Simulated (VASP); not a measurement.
A run of VASP 6.6.1:

Contents of INCAR:

```
SYSTEM = GeW
ALGO     = Normal         ! electronic algorithm
EDIFF    = 1E-6           ! SCF threshold, eV
ENCUT    = 520            ! plane-wave cutoff, eV
GGA      = PE             ! functional
ISIF     = 2              ! what is computed and relaxed
ISMEAR   = 0              ! smearing method
LASPH    = .True.         ! aspherical terms in the spheres
LCHARG   = .False.        ! write CHGCAR
LREAL    = .False.        ! projectors in reciprocal space
LWAVE    = .False.        ! write WAVECAR
NBANDS   = 21             ! bands
NELM     = 60             ! most SCF steps
PREC     = Accurate       ! precision mode
SIGMA    = 0.016          ! smearing width, eV
```

The input KPOINTS:

```
k-points
0
Gamma
  9 9 9
  0 0 0
```

POSCAR

```
GeW
1.0
    0.0000000000      2.5776100000      2.5776100000
    2.5776100000      0.0000000000      2.5776100000
    2.5776100000      2.5776100000      0.0000000000
Ge W
1 1
Direct
    0.5000000000      0.5000000000      0.5000000000
    0.0000000000      0.0000000000      0.0000000000
```

Potentials or basis: VASP PAW PBE potentials, release 64 (Ge_d, W_sv).

Command:

```sh
$ cat potpaw_PBE.64/Ge_d/POTCAR potpaw_PBE.64/W_sv/POTCAR > POTCAR
$ mpirun -np 1 vasp_std > vasp.out
```

Hardware: 1 thread of Intel Xeon 6975P-C (shared host).

Question: How long does it take, and how much memory?

Answer: Run time: 13 s on 1 thread of Intel Xeon 6975P-C, on a shared host, peak memory 0.17 GiB. Counts: scf iterations 12, k points 35.
